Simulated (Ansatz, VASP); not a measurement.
## Co2HgSe2 in VASP and in Ansatz

```
Hg Se Co
1.0
     0.00000    3.63152    0.00000
     3.63152    0.00000    0.00000
     1.81576    1.81576   -8.72074
Hg Se Co
1 2 2
Direct
  0.00000 0.00000 0.00000
  0.33180 0.33180 0.33640
  0.66820 0.66820 0.66360
  0.75000 0.25000 0.50000
  0.25000 0.75000 0.50000
```

Alike in both runs: functional PBE; k mesh 5 × 5 × 5; occupations fermi-dirac, width 0.005 eV; no spin polarisation; Hubbard terms Co d U = 1.0 eV.

Ansatz relaxed the structure, and its values are those at the end. VASP's run is a single point on that final structure, the one shown.

```csv
,VASP,Ansatz
version,VASP 6.6.1,Ansatz 0.2.0
potentials or method,"VASP PAW PBE potentials, release 64 (Hg, Se, Co), cutoff 520 eV",PAW plane waves
valence electrons in the cell,42,86
```

VASP gave:

| Quantity | Value |
| --- | --- |
| gap on the k mesh at the Fermi level (eV) | none |
| pressure (GPa) | -0.3 |
| rms of the force components (eV/Å) | 0.020 |

Q: Estimate Ansatz's values.

A: gap on the k mesh at the Fermi level (eV): none; pressure (GPa): 0.0; rms of the force components (eV/Å): 0.003.

The programs project onto different local orbitals, so the same U acts differently, and such runs can settle in different states. A gap of «none» marks a metal or a gap that the smearing closes. VASP's potentials hold 42 valence electrons a cell and Ansatz's 86, so a difference there can come from the potentials and not from the codes. Ansatz's warnings: filled band counts differ across k points.

Spin-orbit coupling is off throughout.
